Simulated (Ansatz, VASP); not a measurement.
## Ta5W in VASP and in Ansatz

```xyz
6
Lattice="1.6421 -2.3374 0.0000 1.6421 2.3374 0.0000 0.0000 0.0000 13.9542" Properties=species:S:1:pos:R:3 pbc="T T T"
Ta    0.0000    0.0000    2.2381
Ta    1.6421    0.0000    4.6069
Ta    0.0000    0.0000    6.9771
Ta    1.6421    0.0000    9.3473
Ta    0.0000    0.0000   11.7161
W     1.6421    0.0000    0.0000
```

Alike in both runs: functional PBE; k mesh 14 × 14 × 4; occupations gaussian, width 0.1 eV; no spin polarisation.

Ansatz relaxed the structure, and its values are those at the end. VASP's run is a single point on that final structure, the one shown.

```csv
,VASP,Ansatz
version,VASP 6.6.1,Ansatz 0.2.0
potentials or method,"VASP PAW PBE potentials, release 64 (Ta_pv, W_sv), cutoff 520 eV","scalar-relativistic, plane waves, PAW"
valence electrons in the cell,69,79
```

```tsv
	VASP	Ansatz	Ansatz less VASP
gap on the k mesh at the Fermi level (eV)	none	none	-
pressure (GPa)	0.2	0.0	-0.16
rms of the force components (eV/Å)	0.004	0.000	-0.0034
```

A gap of «none» marks a metal or a gap that the smearing closes. VASP's potentials hold 69 valence electrons a cell and Ansatz's 79, so a difference there can come from the potentials and not from the codes.

Neither program's run includes spin-orbit coupling.
